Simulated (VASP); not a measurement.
Here is a VASP 6.6.1 calculation.

Contents of INCAR:

```
SYSTEM = SnSe
PREC = Accurate ; ENCUT = 520
EDIFF = 1E-8 ; ISMEAR = -1
SIGMA = 0.02 ; LREAL = .FALSE.
LASPH = .TRUE. ; NELM = 60
ALGO = Normal ; ISIF = 2
LWAVE = .FALSE. ; LCHARG = .FALSE.
GGA = PE ; LEFG = .TRUE.
NBANDS = 17
```

KPOINTS

```
regular mesh
0
G
  9 9 9
  0 0 0
```

Contents of POSCAR:

```
SnSe
1.0
    0.0000000000      3.0100000000      3.1003000000
    3.0100000000      0.0000000000      3.1003000000
    3.0100000000      3.0100000000      0.0000000000
Sn Se
1 1
Direct
    0.0000000000      0.0000000000      0.0000000000
    0.5000000000      0.5000000000      0.5000000000
```

Potentials or basis: VASP PAW PBE potentials, release 64 (Sn_d, Se).

Run with:

```bash
$ cat potpaw_PBE.64/Sn_d/POTCAR potpaw_PBE.64/Se/POTCAR > POTCAR
$ mpirun -np 1 vasp_std > vasp.out
```

(1) Estimate the band gap on the k mesh.

(2) Predict the pressure.

## Answers

(1) 0.56 eV, indirect (least direct gap 0.63 eV).

(2) -0.3 GPa.

Caveat: the cell differs from its parent crystal (zz strain of +3 %); without QUAD_EFG the Cq values of the log hold for a quadrupole moment of 1 mb, not for the nuclei; spin-orbit coupling is left out, which moves the levels of the heavy elements.
